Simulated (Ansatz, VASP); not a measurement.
## One calculation of ZnO, two programs

```
CELL_PARAMETERS angstrom
3.18933 0.00000 0.00000
-1.59466 2.76204 0.00000
0.00000 0.00000 7.13044
ATOMIC_POSITIONS crystal
Zn 0.00000 0.00000 0.75000
Zn 0.00000 0.00000 0.25000
O 0.33333 0.66667 0.25000
O 0.66667 0.33333 0.75000
```

Change from the starting cell: strain -0.030 along x and y, +0.000 along z, atoms carried along.

Alike in both runs: task single point; functional PBE; dispersion D3(BJ); k mesh 9 × 9 × 4; occupations gaussian, width 0.05 eV; no spin polarisation.

|  | VASP | Ansatz |
| --- | --- | --- |
| version | VASP 6.6.1 | Ansatz 0.2.0 |
| potentials or method | VASP PAW PBE potentials, release 64 (Zn, O), cutoff 520 eV | scalar-relativistic, plane waves, PAW |
| valence electrons in the cell | 36 | 36 |

Ansatz gave:

* gap on the k mesh at the Fermi level (eV): 0.84
* least direct gap on the mesh (eV): 0.84
* pressure (GPa): 6.9
* traceless stress, the component that is largest in VASP (GPa): -8.63

Q: What did VASP give for the same quantities?

A: gap on the k mesh at the Fermi level (eV): 0.84; least direct gap on the mesh (eV): 0.84; pressure (GPa): 8.0; traceless stress, the component that is largest in VASP (GPa): -9.73.
